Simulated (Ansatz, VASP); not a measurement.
# CdAu: VASP beside Ansatz

File INCAR:

```
SYSTEM = CdAu
PREC = Accurate
ENCUT = 500
EDIFF = 1E-6
ISMEAR = -1
SIGMA = 0.0272
LREAL = .False.
LASPH = .True.
NELM = 120
ALGO = Normal
ISIF = 2
LWAVE = .False.
LCHARG = .False.
NBANDS = 18
GGA_COMPAT = .False.
```

Contents of KPOINTS:

```
regular mesh
0
Gamma
  8 8 8
  0 0 0
```

The input POSCAR:

```
CdAu
1.0
    3.3200000000      0.0000000000      0.0000000000
    0.0000000000      3.3200000000      0.0000000000
    0.0000000000      0.0000000000      3.3200000000
Cd Au
1 1
Direct
    0.5000000000      0.5000000000      0.5000000000
    0.0000000000      0.0000000000      0.0000000000
```

Input for Ansatz:

```yaml
crystal:
  lattice:
    - [3.32, 0.0, 0.0]
    - [0.0, 3.32, 0.0]
    - [0.0, 0.0, 3.32]
  atoms:
    - { symbol: Cd, position: [0.5, 0.5, 0.5] }
    - { symbol: Au, position: [0.0, 0.0, 0.0] }
kpoints:
  mp_grid: { grid: [8, 8, 8] }
scf:
  occupations: { method: fermi_dirac, width: 0.0272 }
hamiltonian:
  xc: lda
  pseudopotentials: { kind: all_electron, lapw: { basis_error: 0.001 } }
output:
  forces: true
  stress: true
  eigenvalues: true
  eigenstates:
    nscf_kmesh: { grid: [16, 16, 16] }
    de_dk: true
    e_range: [-14, 14]
  optics:
    e_range: [0, 20]
    de: 0.2
    sigma: 0.15
    bands: { spectra_wanted_up_to: 20 }
    nscf_kmesh: { grid: [16, 16, 16] }
    drude_damping: 0.19
checkpoint:
  write: ck
  write_wavefunctions: false
```

Alike in both runs: task single point; functional LDA; k mesh 8 × 8 × 8; occupations fermi-dirac, width 0.0272 eV; no spin polarisation.

|  | VASP | Ansatz |
| --- | --- | --- |
| version | VASP 6.6.1 | Ansatz 0.2.0 |
| potentials or method | VASP PAW LDA potentials, release 64 (Cd, Au), cutoff 500 eV | all-electron LAPW, scalar-relativistic |

```csv
,VASP,Ansatz,Ansatz less VASP
pressure (GPa),-3.4,-4.3,-0.91
```

LDA's correlation is that of Perdew and Zunger in VASP and of Perdew and Wang (1992) in Ansatz. Ansatz ran all-electron here, and VASP with PAW potentials. Ansatz's warnings: optics on partly filled bands.

Spin-orbit coupling is off throughout.
